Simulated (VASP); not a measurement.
# NiSb2 (Pnnm) in VASP: single point with PBEsol

Aim: the single point of NiSb2 with PBEsol.

All numbers are computed with VASP 6.6.1; they aren't measurements. Logs are shortened: lines on timing, memory, paths and dates and some standing lists are left out, and cuts for length are marked.

## Step 1: The cell of the first run

Symmetry: Pnnm, No. 58, orthorhombic system. Conventional cell: a = 5.182 Å, b = 6.317 Å, c = 3.840 Å, α = 90.00°, β = 90.00°, γ = 90.00°. Ni (site symmetry 2/m) has 6 Sb at 2.54 to 2.57 Å within 3.3 Å. Sb (site symmetry m) has 3 Ni at 2.54 to 2.57 Å and 12 Sb at 2.88 to 3.84 Å within 3.9 Å.

## Step 2: Single point, PBEsol

The input, INCAR:

```
PREC = Accurate
ENCUT = 520
EDIFF = 1E-6
ISMEAR = 0
SIGMA = 0.1
LREAL = False
LASPH = True
NELM = 100
ALGO = Normal
ISIF = 2
LWAVE = False
LCHARG = False
GGA = PS
NBANDS = 29
```

The input, KPOINTS:

```
Automatic mesh
0
Gamma
  8 6 10
```

The input, POSCAR:

```
NiSb2
1.0
    5.1823000000      0.0000000000      0.0000000000
    0.0000000000      6.3168000000      0.0000000000
    0.0000000000      0.0000000000      3.8403000000
Ni Sb
2 4
Direct
    0.0000000000      0.0000000000      0.0000000000
    0.5000000000      0.5000000000      0.5000000000
    0.2189000000      0.3593000000      0.0000000000
    0.7811000000      0.6407000000      0.0000000000
    0.7189000000      0.1407000000      0.5000000000
    0.2811000000      0.8593000000      0.5000000000
```

Potentials or basis: VASP PAW PBE potentials, release 64 (Ni, Sb).

On the command line:

```bash
> cat potpaw_PBE.64/Ni/POTCAR potpaw_PBE.64/Sb/POTCAR > POTCAR
> mpirun -np 1 vasp_std > vasp.out
```

OUTCAR:

```text
PREC = Accurate
   ENCUT = 520
   EDIFF = 1E-6
   ISMEAR = 0
   LREAL = False
   LASPH = True
   NELM = 100
   ISIF = 2
   GGA = PS

 ion  position               nearest neighbor table
   1  0.000  0.000  0.000-   3 2.54   4 2.54   5 2.57   6 2.57   5 2.57   6 2.57
   2  0.500  0.500  0.500-   5 2.54   6 2.54   3 2.57   4 2.57   3 2.57   4 2.57
   3  0.219  0.359  0.000-   1 2.54   2 2.57   2 2.57   4 2.88   4 3.41   5 3.51   5 3.51   5 3.51
                             5 3.51   6 3.71   6 3.71   6 3.71   6 3.71
   4  0.781  0.641  0.000-   1 2.54   2 2.57   2 2.57   3 2.88   3 3.41   6 3.51   6 3.51   6 3.51
                             6 3.51   5 3.71   5 3.71   5 3.71   5 3.71
   5  0.719  0.141  0.500-   2 2.54   1 2.57   1 2.57   6 2.88   6 3.41   3 3.51   3 3.51   3 3.51
                             3 3.51   4 3.71   4 3.71   4 3.71   4 3.71
   6  0.281  0.859  0.500-   2 2.54   1 2.57   1 2.57   5 2.88   5 3.41   4 3.51   4 3.51   4 3.51
                             4 3.51   3 3.71   3 3.71   3 3.71   3 3.71

  LATTYP: Found a simple orthorhombic cell.
 ALAT       =     3.8403000000
 B/A-ratio  =     1.3494518657
 C/A-ratio  =     1.6448714944

  Lattice vectors:

 A1 = (   0.0000000000,   0.0000000000,   3.8403000000)
 A2 = (   5.1823000000,   0.0000000000,   0.0000000000)
 A3 = (   0.0000000000,   6.3168000000,   0.0000000000)

Analysis of symmetry for initial positions (statically):
=====================================================================
 Subroutine PRICEL returns:
 Original cell was already a primitive cell.

 Routine SETGRP: Setting up the symmetry group for a
 simple orthorhombic supercell.

 Subroutine GETGRP returns: Found  8 space group operations
 (whereof  4 operations were pure point group operations)
 out of a pool of  8 trial point group operations.

The static configuration has the point symmetry C_2h.
 The point group associated with its full space group is D_2h.

Analysis of symmetry for dynamics (positions and initial velocities):
=====================================================================
 Subroutine PRICEL returns:
 Original cell was already a primitive cell.

 Routine SETGRP: Setting up the symmetry group for a
 simple orthorhombic supercell.

 Subroutine GETGRP returns: Found  8 space group operations
 (whereof  4 operations were pure point group operations)
 out of a pool of  8 trial point group operations.

The dynamic configuration has the point symmetry C_2h.
 The point group associated with its full space group is D_2h.

 Subroutine INISYM returns: Found  8 space group operations
 (whereof  4 operations are pure point group operations),
 and found     1 'primitive' translations

----------------------------------------------------------------------------------------

                                     Primitive cell

  volume of cell :     125.7143

  direct lattice vectors                    reciprocal lattice vectors
     5.182300000  0.000000000  0.000000000     0.192964514  0.000000000  0.000000000
     0.000000000  6.316800000  0.000000000     0.000000000  0.158308004  0.000000000
     0.000000000  0.000000000  3.840300000     0.000000000  0.000000000  0.260396323

  length of vectors
     5.182300000  6.316800000  3.840300000     0.192964514  0.158308004  0.260396323

  position of ions in fractional coordinates (direct lattice)
     0.000000000  0.000000000  0.000000000
     0.500000000  0.500000000  0.500000000
     0.218900000  0.359300000  0.000000000
     0.781100000  0.640700000  0.000000000
     0.718900000  0.140700000  0.500000000
     0.281100000  0.859300000  0.500000000

  ion indices of the primitive-cell ions
   primitive index   ion index
                 1           1
                 2           2
                 3           3
                 4           4
                 5           5
                 6           6

----------------------------------------------------------------------------------------

 KPOINTS: Automatic mesh

Automatic generation of k-mesh.
 Grid dimensions read from file:
 generate k-points for:    8    6   10

 Generating k-lattice:

  Cartesian coordinates                     Fractional coordinates (reciprocal lattice)
     0.024120564  0.000000000  0.000000000     0.125000000  0.000000000  0.000000000
     0.000000000  0.026384667  0.000000000     0.000000000  0.166666667  0.000000000
     0.000000000  0.000000000  0.026039632     0.000000000  0.000000000  0.100000000

  Length of vectors
     0.024120564  0.026384667  0.026039632

  Shift w.r.t. Gamma in fractional coordinates (k-lattice)
     0.000000000  0.000000000  0.000000000

 Subroutine IBZKPT returns following result:
 ===========================================

 Found    120 irreducible k-points:

 Following reciprocal coordinates:
            Coordinates               Weight
  0.000000  0.000000  0.000000      1.000000
  0.125000  0.000000  0.000000      2.000000
  0.250000  0.000000  0.000000      2.000000
  0.375000  0.000000  0.000000      2.000000
  0.500000  0.000000  0.000000      1.000000
  0.000000  0.166667  0.000000      2.000000
[... 16 lines left out ...]
  0.250000  0.000000  0.100000      4.000000
  0.375000  0.000000  0.100000      4.000000
 [... further k-points ...]
   k-points           NKPTS =    120   k-points in BZ     NKDIM =    120   number of bands    NBANDS=     29
   number of dos      NEDOS =    301   number of ions     NIONS =      6
   total plane-waves  NPLWV =  57600
   dimension x,y,z NGX =    40 NGY =   48 NGZ =   30
   dimension x,y,z NGXF=    80 NGYF=   96 NGZF=   60
   ions per type =               2   4
   NGX,Y,Z   is equivalent  to a cutoff of  12.83, 12.63, 12.99 a.u.
   NGXF,Y,Z  is equivalent  to a cutoff of  25.66, 25.27, 25.97 a.u.
 SYSTEM =  unknown system
   PREC   = accura    normal or accurate (medium, high low for compatibility)
   ISTART =      0    job   : 0-new  1-cont  2-samecut
   ICHARG =      2    charge: 1-file 2-atom 10-const
   ISPIN  =      1    spin polarized calculation?
   LNONCOLLINEAR =      F non collinear calculations
   LSORBIT =      F    spin-orbit coupling
   LASPH  =      T    aspherical Exc in radial PAW
   ENCUT  =  520.0 eV  38.22 Ry    6.18 a.u.   9.64 11.75  7.14*2*pi/ulx,y,z
   NELM   =    100;   NELMIN=  2; NELMDL= -5     # of ELM steps
   EDIFF  = 0.1E-05   stopping-criterion for ELM
   LREAL  =      F    real-space projection
   EDIFFG = 0.1E-04   stopping-criterion for IOM
   NSW    =      0    number of steps for IOM
   IBRION =     -1    ionic relax: 0-MD 1-quasi-New 2-CG
   NFREE  =      0    steps in history (QN), initial steepest desc. (CG)
   ISIF   =      2    stress and relaxation
   ISYM   =      2    0-nonsym 1-usesym 2-fastsym
   POTIM  = 0.5000    time-step for ionic-motion
   TEBEG  =    0.0;   TEEND  =   0.0 temperature during run
   PSTRESS=    0.0 pullay stress
   NELECT =      40.0000    total number of electrons
   NUPDOWN=      -1.0000    fix difference up-down
   EMIN   =  10.00;   EMAX   =-10.00  energy-range for DOS
   EFERMI =   0.00;   METHOD = LEGACY
   ISMEAR =     0;   SIGMA  =   0.10  broadening in eV -4-tet -1-fermi 0-gaus
   EFERMI_NEDOS =   21; number of points for ismear=-14 and -15
   IALGO  =     38    algorithm
   IMIX   =      4    mixing-type and parameters
     AMIX     =   0.40;   BMIX     =  1.00
     AMIX_MAG =   1.60;   BMIX_MAG =  1.00
  volume/ion in A,a.u.               =      20.95       141.39
  Fermi-wavevector in a.u.,A,eV,Ry     =   1.117635  2.112023 16.995137  1.249107
  Thomas-Fermi vector in A             =   2.254259
   LORBIT       =      0    0 simple, 1 ext, 2 COOP (PROOUT), +10 PAW based schemes
   GGA     = PS    functional components
   LHFCALC =     F    Hartree Fock is set to
   AEXX    =    0.0000 exact exchange contribution
   IVDW    =     0    specifies the selected vdW correction
   LEPSILON=     F    determine dielectric tensor
   LRPA    =     F    only Hartree local field effects (RPA)
 non-spin polarized calculation
 Gauss-broadening in eV      SIGMA  =   0.10
  energy-cutoff  :      520.00
  volume of cell :      125.71
 maximum number of plane-waves:      3424
 NGX is ok and might be reduce to    40
   NGX = 19   NGY = 23   NGZ = 15

 number of electron      40.0000021 magnetization

 Free energy of the ion-electron system (eV)
  ---------------------------------------------------
  ext. energy  EPLUGINS =         0.00000000
  ---------------------------------------------------
  free energy    TOTEN  =       -31.95309478 eV

  energy without entropy =      -31.93788680  energy(sigma->0) =      -31.94549079

 E-fermi :   8.6796     XC(G=0): -10.8941

 val. band max:        8.6785234694   @ k =   0.3750   0.3333   0.1000
 cond. band min:       8.6834537391   @ k =   0.5000   0.0000   0.0000
 fundamental gap:      0.0049302697
 Fermi energy:         8.6796255700

 k-point     1 :       0.0000    0.0000    0.0000
  band No.  band energies     occupation
      1      -4.0154      2.00000
      2      -0.9142      2.00000
      3      -0.5523      2.00000
      4       0.6541      2.00000
      5       2.7361      2.00000
      6       4.1519      2.00000
[... 21 lines left out ...]
     28      14.1176      0.00000
     29      14.8076      0.00000

 k-point     2 :       0.1250    0.0000    0.0000
  band No.  band energies     occupation
      1      -3.9275      2.00000
      2      -0.8788      2.00000
      3      -0.5117      2.00000
      4       0.0959      2.00000
      5       3.3705      2.00000
      6       4.0019      2.00000
[... 21 lines left out ...]
     28      13.9302      0.00000
     29      14.1552      0.00000

 k-point     3 :       0.2500    0.0000    0.0000
  band No.  band energies     occupation
      1      -3.6645      2.00000
      2      -1.0643      2.00000
      3      -0.5235      2.00000
      4      -0.4086      2.00000
      5       3.4126      2.00000
      6       3.8046      2.00000
[... 638 lines left out ...]
      5       3.4795      2.00000
      6       3.8473      2.00000
[... 21 lines left out ...]
     28      14.2124      0.00000
     29      14.4903      0.00000

 k-point    24 :       0.3750    0.0000    0.1000
  band No.  band energies     occupation
      1      -3.1400      2.00000
      2      -1.7986      2.00000
      3      -0.3851      2.00000
      4      -0.2554      2.00000
      5       3.1120      2.00000
      6       3.2371      2.00000
[... 21 lines left out ...]
     28      13.9277      0.00000
     29      14.8907      0.00000

 [... further k-points ...]
[... 5 lines left out ...]
  --------------------------------------------------------------------------------------
  -------------------------------------------------------------------------------------
  Total       -0.8725237     -1.3401645     -1.1533997     -0.0000000      0.0000000      0.0000000
  in kB      -11.1199533    -17.0798423    -14.6996022     -0.0000000      0.0000000      0.0000000
  external PRESSURE =     -14.2997993 kB  Pullay stress =       0.0000000 kB

 VOLUME and BASIS-vectors are now :
 -----------------------------------------------------------------------------
  energy-cutoff  :      520.00
  volume of cell :      125.71
      direct lattice vectors                 reciprocal lattice vectors
     5.182300000  0.000000000  0.000000000     0.192964514  0.000000000  0.000000000
     0.000000000  6.316800000  0.000000000     0.000000000  0.158308004  0.000000000
     0.000000000  0.000000000  3.840300000     0.000000000  0.000000000  0.260396323

 POSITION                                       TOTAL-FORCE (eV/Angst)
 -----------------------------------------------------------------------------------
      0.00000      0.00000      0.00000         0.000000      0.000000      0.000000
      2.59115      3.15840      1.92015         0.000000      0.000000      0.000000
      1.13441      2.26963      0.00000         0.093210     -0.096488     -0.000000
      4.04789      4.04717      0.00000        -0.093210      0.096488      0.000000
      3.72556      0.88877      1.92015         0.093210      0.096488     -0.000000
      1.45674      5.42803      1.92015        -0.093210     -0.096488      0.000000
 -----------------------------------------------------------------------------------
    total drift:                               -0.000000      0.000000     -0.000000

  FREE ENERGIE OF THE ION-ELECTRON SYSTEM (eV)
  ---------------------------------------------------
  free  energy   TOTEN  =       -31.9530947850 eV

  energy  without entropy=      -31.9378867995  energy(sigma->0) =      -31.94549079
```

It took 9.6 min on 1 thread of AMD EPYC 7R43 (Zen 3), shared host; peak memory 0.46 GiB.

Results:

```yaml
Free_energy: -31.9531 eV
Pressure: -1.4 GPa
Largest_force: 0.134 eV/Å
Band_gap_on_the_k_mesh: zero (bands 20 and 21 overlap by 1.92 eV)
```

Forces on the atoms (eV/Å):
```
Ni   0.000  0.000  0.000
Ni   0.000  0.000  0.000
Sb   0.093 -0.096  0.000
Sb  -0.093  0.096  0.000
Sb   0.093  0.096  0.000
Sb  -0.093 -0.096  0.000
```

Stress tensor (GPa, compression positive):
```
-1.11  0.00  0.00
 0.00 -1.71  0.00
 0.00  0.00 -1.47
```

Levels at points of the mesh, in eV from the Fermi level:
```tsv
k point	band 16	band 17	band 18	band 19	band 20	band 21	band 22	band 23	band 24	band 25
(0.00, 0.00, 0.00)	-2.03	-2.00	-1.65	-1.21	-0.33	1.51	2.77	2.87	3.24	3.46
(0.50, 0.00, 0.00)	-2.00	0.00	0.00	0.09	0.09	2.45	2.45	2.48	2.48	2.94
(0.00, 0.50, 0.00)	-1.92	-1.40	-1.40	-0.55	-0.55	1.27	1.27	2.94	2.94	3.77
(0.50, 0.50, 0.00)	-2.17	0.04	0.04	0.26	0.26	0.45	0.45	1.77	1.77	3.11
(0.00, 0.00, 0.50)	-1.98	-1.74	-1.74	-1.54	-1.54	0.79	0.79	1.12	1.12	1.84
(0.50, 0.00, 0.50)	-2.17	-1.98	-1.98	-1.73	-1.73	-0.39	-0.39	3.70	3.70	3.70
(0.00, 0.50, 0.50)	-2.30	-1.98	-1.98	-1.35	-1.35	-0.76	-0.76	1.08	1.08	3.09
(0.50, 0.50, 0.50)	-1.99	-1.96	-1.96	-0.34	-0.34	1.53	1.53	2.18	2.18	2.37
```

Caveat: the PAW data sets were made with another functional, which shifts forces and pressure a little; spin-orbit coupling is left out, which moves the levels of the heavy elements.
